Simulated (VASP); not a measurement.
Cu, 1 atom in the cell. It takes space group Fm-3m (No. 225, cubic). Conventional cell: a = 3.615 Å, b = 3.615 Å, c = 3.615 Å, α = 90.00°, β = 90.00°, γ = 90.00°. Cu (site symmetry m-3m) has 12 Cu at 2.56 Å within 3.4 Å. 

- Program: VASP 6.6.1
- Task: single point
- Functional: PBE
- Potentials or basis: VASP PAW PBE potentials, release 64 (Cu)
- Cutoff: 520 eV
- k mesh: 14 × 14 × 14
- Occupations: gaussian, width 0.1 eV
- Spin: no spin polarisation
- Dipole correction: no
- Further INCAR settings: ALGO = Normal; EDIFF = 1e-07; NBANDS = 12

Potentials or basis: VASP PAW PBE potentials, release 64 (Cu).

Run with:

```console
$ cat potpaw_PBE.64/Cu/POTCAR > POTCAR
$ mpirun -np 1 vasp_std > vasp.out
```

Hardware: 1 thread of Intel(R) Xeon(R) Platinum 8488C (Sapphire Rapids) (shared host).

Task: Estimate the wall time of this run.

Result: Wall time 9.3 s on 1 thread of Intel(R) Xeon(R) Platinum 8488C (Sapphire Rapids), with other jobs on the host, peak memory 0.12 GiB. Counts: scf iterations 12, k points 104.
